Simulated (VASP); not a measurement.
# SiC (3C silicon carbide) (F-43m) in VASP: single point with r2SCAN

Aim: the single point of SiC (3C silicon carbide) with r2SCAN.

Everything below comes from runs of VASP 6.6.1. Logs are shortened: lines on timing, memory, paths and dates and some standing lists are left out, and cuts for length are marked.

## (1) The cell of the first run

The structure is cubic, space group F-43m (No. 216). Conventional cell: a = 4.356 Å, b = 4.356 Å, c = 4.356 Å, α = 90.00°, β = 90.00°, γ = 90.00°. Si (site symmetry -43m) has 4 C at 1.89 Å within 2.5 Å. C (site symmetry -43m) has 4 Si at 1.89 Å within 2.5 Å.

## (2) Single point, r2SCAN

Contents of POSCAR:

```
SiC
1.0
    4.3563302774      0.0000000000      0.0000000000
    0.0000000000      4.3563302774      0.0000000000
    0.0000000000      0.0000000000      4.3563302774
Si C
4 4
Direct
    0.0000000000      0.0000000000      0.0000000000
    0.0000000000      0.5000000000      0.5000000000
    0.5000000000      0.0000000000      0.5000000000
    0.5000000000      0.5000000000      0.0000000000
    0.2500000000      0.2500000000      0.2500000000
    0.2500000000      0.7500000000      0.7500000000
    0.7500000000      0.2500000000      0.7500000000
    0.7500000000      0.7500000000      0.2500000000
```

Contents of INCAR.step1:

```
SYSTEM = SiC
PREC = Accurate
ENCUT = 520
ISMEAR = 0
SIGMA = 0.01
LREAL = .FALSE.
LASPH = .TRUE.
NELM = 100
NBANDS = 26
GGA = PE
ALGO = Normal
EDIFF = 1E-4
LWAVE = .TRUE.
LCHARG = .FALSE.
```

Contents of INCAR.step2:

```
SYSTEM = SiC
PREC = Accurate
ENCUT = 520
EDIFF = 1E-7
ISMEAR = 0
SIGMA = 0.01
LREAL = .FALSE.
LASPH = .TRUE.
NELM = 100
ALGO = Normal
ISIF = 2
LWAVE = .FALSE.
LCHARG = .TRUE.
METAGGA = R2SCAN
LMIXTAU = .TRUE.
LELF = .TRUE.
LVHAR = .TRUE.
NBANDS = 26
ISTART = 1
```

Contents of KPOINTS:

```
regular mesh
0
G
  6 6 6
  0 0 0
```

Potentials or basis: VASP PAW PBE potentials, release 64 (Si, C).

Command:

```bash
$ cat potpaw_PBE.64/Si/POTCAR potpaw_PBE.64/C/POTCAR > POTCAR
$ cp INCAR.step1 INCAR
$ mpirun -np 1 vasp_std > vasp.out
$ cp INCAR.step2 INCAR
$ mpirun -np 1 vasp_std > vasp.out
```

OUTCAR:

```text
SYSTEM = SiC
   PREC = Accurate
   ENCUT = 520
   EDIFF = 1E-7
   ISMEAR = 0
   LREAL = .FALSE.
   LASPH = .TRUE.
   NELM = 100
   ISIF = 2
   METAGGA = R2SCAN
   ISTART = 1

 ion  position               nearest neighbor table
   1  0.000  0.000  0.000-   5 1.89   6 1.89   7 1.89   8 1.89   3 3.08   4 3.08   2 3.08   2 3.08
                             3 3.08   2 3.08   4 3.08   2 3.08   3 3.08   4 3.08   3 3.08   4 3.08
   2  0.000  0.500  0.500-   5 1.89   6 1.89   7 1.89   8 1.89   3 3.08   4 3.08   1 3.08   1 3.08
                             4 3.08   1 3.08   3 3.08   1 3.08   3 3.08   4 3.08   4 3.08   3 3.08
   3  0.500  0.000  0.500-   5 1.89   6 1.89   7 1.89   8 1.89   2 3.08   4 3.08   1 3.08   1 3.08
                             4 3.08   2 3.08   4 3.08   4 3.08   1 3.08   2 3.08   1 3.08   2 3.08
   4  0.500  0.500  0.000-   5 1.89   6 1.89   7 1.89   8 1.89   2 3.08   3 3.08   1 3.08   2 3.08
                             3 3.08   1 3.08   3 3.08   3 3.08   1 3.08   2 3.08   2 3.08   1 3.08
   5  0.250  0.250  0.250-   1 1.89   2 1.89   3 1.89   4 1.89
   6  0.250  0.750  0.750-   1 1.89   2 1.89   3 1.89   4 1.89
   7  0.750  0.250  0.750-   1 1.89   2 1.89   3 1.89   4 1.89
   8  0.750  0.750  0.250-   1 1.89   2 1.89   3 1.89   4 1.89

  LATTYP: Found a simple cubic cell.
 ALAT       =     4.3563302774

  Lattice vectors:

 A1 = (   4.3563302774,   0.0000000000,   0.0000000000)
 A2 = (   0.0000000000,   4.3563302774,   0.0000000000)
 A3 = (   0.0000000000,   0.0000000000,   4.3563302774)

Analysis of symmetry for initial positions (statically):
=====================================================================
 Subroutine PRICEL returns following result:

  LATTYP: Found a face centered cubic cell.
 ALAT       =     4.3563302774

  Lattice vectors:

 A1 = (   2.1781651387,  -2.1781651387,   0.0000000000)
 A2 = (   2.1781651387,   0.0000000000,   2.1781651387)
 A3 = (   0.0000000000,  -2.1781651387,   2.1781651387)

   4 primitive cells build up your supercell.

 Routine SETGRP: Setting up the symmetry group for a
 simple cubic supercell.

 Subroutine GETGRP returns: Found 24 space group operations
 (whereof 24 operations were pure point group operations)
 out of a pool of 48 trial point group operations.

The static configuration has the point symmetry T_d .

Analysis of symmetry for dynamics (positions and initial velocities):
=====================================================================
 Subroutine PRICEL returns following result:

  LATTYP: Found a face centered cubic cell.
 ALAT       =     4.3563302774

  Lattice vectors:

 A1 = (   2.1781651387,  -2.1781651387,   0.0000000000)
 A2 = (   2.1781651387,   0.0000000000,   2.1781651387)
 A3 = (   0.0000000000,  -2.1781651387,   2.1781651387)

   4 primitive cells build up your supercell.

 Routine SETGRP: Setting up the symmetry group for a
 simple cubic supercell.

 Subroutine GETGRP returns: Found 24 space group operations
 (whereof 24 operations were pure point group operations)
 out of a pool of 48 trial point group operations.

The dynamic configuration has the point symmetry T_d .

 Subroutine INISYM returns: Found 24 space group operations
 (whereof 24 operations are pure point group operations),
 and found     4 'primitive' translations

----------------------------------------------------------------------------------------

                                     Primitive cell

  volume of cell :      20.6682

  direct lattice vectors                    reciprocal lattice vectors
     2.178165139 -2.178165139  0.000000000     0.229551007 -0.229551007 -0.229551007
     2.178165139  0.000000000  2.178165139     0.229551007  0.229551007  0.229551007
     0.000000000 -2.178165139  2.178165139    -0.229551007 -0.229551007  0.229551007

  length of vectors
     3.080390680  3.080390680  3.080390680     0.397594006  0.397594006  0.397594006

  position of ions in fractional coordinates (direct lattice)
     0.000000000  0.000000000  0.000000000
     0.750000000  0.750000000  0.750000000

  ion indices of the primitive-cell ions
   primitive index   ion index
                 1           1
                 2           5

----------------------------------------------------------------------------------------

 KPOINTS: regular mesh

Automatic generation of k-mesh.
 Grid dimensions read from file:
 generate k-points for:    6    6    6

 Generating k-lattice:

  Cartesian coordinates                     Fractional coordinates (reciprocal lattice)
     0.038258501  0.000000000  0.000000000     0.166666667  0.000000000  0.000000000
     0.000000000  0.038258501  0.000000000     0.000000000  0.166666667  0.000000000
     0.000000000  0.000000000  0.038258501     0.000000000  0.000000000  0.166666667

  Length of vectors
     0.038258501  0.038258501  0.038258501

  Shift w.r.t. Gamma in fractional coordinates (k-lattice)
     0.000000000  0.000000000  0.000000000

 Subroutine IBZKPT returns following result:
 ===========================================

 Found     20 irreducible k-points:

 Following reciprocal coordinates:
            Coordinates               Weight
  0.000000  0.000000  0.000000      1.000000
  0.166667  0.000000  0.000000      6.000000
  0.333333  0.000000  0.000000      6.000000
  0.500000  0.000000  0.000000      3.000000
  0.166667  0.166667  0.000000     12.000000
  0.333333  0.166667  0.000000     24.000000
[... 12 lines left out ...]
  0.500000  0.500000  0.333333      6.000000
  0.500000  0.500000  0.500000      1.000000
   k-points           NKPTS =     20   k-points in BZ     NKDIM =     20   number of bands    NBANDS=     26
   number of dos      NEDOS =    301   number of ions     NIONS =      8
   total plane-waves  NPLWV =  32768
   dimension x,y,z NGX =    32 NGY =   32 NGZ =   32
   dimension x,y,z NGXF=    64 NGYF=   64 NGZF=   64
   ions per type =               4   4
   NGX,Y,Z   is equivalent  to a cutoff of  12.21, 12.21, 12.21 a.u.
   NGXF,Y,Z  is equivalent  to a cutoff of  24.42, 24.42, 24.42 a.u.
 SYSTEM =  SiC
   PREC   = accura    normal or accurate (medium, high low for compatibility)
   ISTART =      1    job   : 0-new  1-cont  2-samecut
   ICHARG =      0    charge: 1-file 2-atom 10-const
   ISPIN  =      1    spin polarized calculation?
   LNONCOLLINEAR =      F non collinear calculations
   LSORBIT =      F    spin-orbit coupling
   LASPH  =      T    aspherical Exc in radial PAW
   ENCUT  =  520.0 eV  38.22 Ry    6.18 a.u.   8.10  8.10  8.10*2*pi/ulx,y,z
   NELM   =    100;   NELMIN=  2; NELMDL=  0     # of ELM steps
   EDIFF  = 0.1E-06   stopping-criterion for ELM
   LREAL  =      F    real-space projection
   EDIFFG = 0.1E-05   stopping-criterion for IOM
   NSW    =      0    number of steps for IOM
   IBRION =     -1    ionic relax: 0-MD 1-quasi-New 2-CG
   NFREE  =      0    steps in history (QN), initial steepest desc. (CG)
   ISIF   =      2    stress and relaxation
   ISYM   =      2    0-nonsym 1-usesym 2-fastsym
   POTIM  = 0.5000    time-step for ionic-motion
   TEBEG  =    0.0;   TEEND  =   0.0 temperature during run
   PSTRESS=    0.0 pullay stress
   NELECT =      32.0000    total number of electrons
   NUPDOWN=      -1.0000    fix difference up-down
   EMIN   =  10.00;   EMAX   =-10.00  energy-range for DOS
   EFERMI =   0.00;   METHOD = LEGACY
   ISMEAR =     0;   SIGMA  =   0.01  broadening in eV -4-tet -1-fermi 0-gaus
   EFERMI_NEDOS =   21; number of points for ismear=-14 and -15
   IALGO  =     38    algorithm
   IMIX   =      4    mixing-type and parameters
     AMIX     =   0.40;   BMIX     =  1.00
     AMIX_MAG =   1.60;   BMIX_MAG =  1.00
  volume/ion in A,a.u.               =      10.33        69.74
  Fermi-wavevector in a.u.,A,eV,Ry     =   1.193083  2.254600 19.367176  1.423447
  Thomas-Fermi vector in A             =   2.329106
   LORBIT       =      0    0 simple, 1 ext, 2 COOP (PROOUT), +10 PAW based schemes
   METAGGA = R2SCAN    functional components
   LHFCALC =     F    Hartree Fock is set to
   AEXX    =    0.0000 exact exchange contribution
   IVDW    =     0    specifies the selected vdW correction
   LEPSILON=     F    determine dielectric tensor
   LRPA    =     F    only Hartree local field effects (RPA)
 non-spin polarized calculation
 Gauss-broadening in eV      SIGMA  =   0.01
  energy-cutoff  :      520.00
  volume of cell :       82.67
 maximum number of plane-waves:      2272
   NGX = 17   NGY = 17   NGZ = 17

 number of electron      32.0000007 magnetization

 Free energy of the ion-electron system (eV)
  ---------------------------------------------------
  ext. energy  EPLUGINS =         0.00000000
  ---------------------------------------------------
  free energy    TOTEN  =       -77.30830430 eV

  energy without entropy =      -77.30830430  energy(sigma->0) =      -77.30830430

 E-fermi :   8.0487     XC(G=0): -11.9396

 val. band max:        7.9950417696   @ k =   0.0000   0.0000   0.0000
 cond. band min:       9.7193773154   @ k =   0.0000   0.0000   0.0000
 fundamental gap:      1.7243355459
 Fermi energy:         8.0486573859

 k-point     1 :       0.0000    0.0000    0.0000
  band No.  band energies     occupation
      1      -8.1937      2.00000
      2      -3.1005      2.00000
      3      -3.1005      2.00000
      4      -3.1005      2.00000
      5      -0.0589      2.00000
      6      -0.0589      2.00000
[... 18 lines left out ...]
     25      15.8524      0.00000
     26      15.8524      0.00000

 k-point     2 :       0.1667    0.0000    0.0000
  band No.  band energies     occupation
      1      -8.0059      2.00000
      2      -3.9566      2.00000
      3      -3.0495      2.00000
      4      -3.0495      2.00000
      5       0.0902      2.00000
      6       0.0902      2.00000
[... 18 lines left out ...]
     25      16.3866      0.00000
[... 492 lines left out ...]
     25      16.0930      0.00000
     26      16.0930      0.00000

 k-point    20 :       0.5000    0.5000    0.5000
  band No.  band energies     occupation
      1      -4.5649      2.00000
      2      -4.5649      2.00000
      3      -4.5649      2.00000
      4      -4.5649      2.00000
      5      -0.8296      2.00000
      6      -0.8296      2.00000
[... 18 lines left out ...]
     25      15.7510      0.00000
     26      15.7510      0.00000

------------------------ aborting loop because EDIFF is reached ----------------------------------------

  FORCE on cell =-STRESS in cart. coord.  units (eV):
  Direction    XX          YY          ZZ          XY          YZ          ZX
  --------------------------------------------------------------------------------------
  -------------------------------------------------------------------------------------
  Total       -0.0952492     -0.0952492     -0.0952492      0.0000000     -0.0000000      0.0000000
  in kB       -1.8459057     -1.8459057     -1.8459057      0.0000000     -0.0000000      0.0000000
  external PRESSURE =      -1.8459057 kB  Pullay stress =       0.0000000 kB

 VOLUME and BASIS-vectors are now :
 -----------------------------------------------------------------------------
  energy-cutoff  :      520.00
  volume of cell :       82.67
      direct lattice vectors                 reciprocal lattice vectors
     4.356330277  0.000000000  0.000000000     0.229551007  0.000000000  0.000000000
     0.000000000  4.356330277  0.000000000     0.000000000  0.229551007  0.000000000
     0.000000000  0.000000000  4.356330277     0.000000000  0.000000000  0.229551007

 POSITION                                       TOTAL-FORCE (eV/Angst)
 -----------------------------------------------------------------------------------
      0.00000      0.00000      0.00000        -0.000000      0.000000     -0.000000
      0.00000      2.17817      2.17817        -0.000000      0.000000     -0.000000
      2.17817      0.00000      2.17817        -0.000000      0.000000     -0.000000
      2.17817      2.17817      0.00000        -0.000000      0.000000     -0.000000
      1.08908      1.08908      1.08908        -0.000000     -0.000000      0.000000
      1.08908      3.26725      3.26725         0.000000     -0.000000     -0.000000
      3.26725      1.08908      3.26725         0.000000     -0.000000      0.000000
      3.26725      3.26725      1.08908         0.000000     -0.000000      0.000000
 -----------------------------------------------------------------------------------
    total drift:                                0.000000      0.000000      0.000000

  FREE ENERGIE OF THE ION-ELECTRON SYSTEM (eV)
  ---------------------------------------------------
  free  energy   TOTEN  =       -77.3083043033 eV

  energy  without entropy=      -77.3083043033  energy(sigma->0) =      -77.30830430
```

It took 2.1 min on 1 thread of Intel Xeon 8259CL, shared host; peak memory 0.19 GiB.

Results:

- Free energy: -77.3083 eV
- Pressure: -0.2 GPa
- Band gap on the k mesh: 1.72 eV

Caveat: the PAW data sets were made with another functional, which shifts forces and pressure a little.
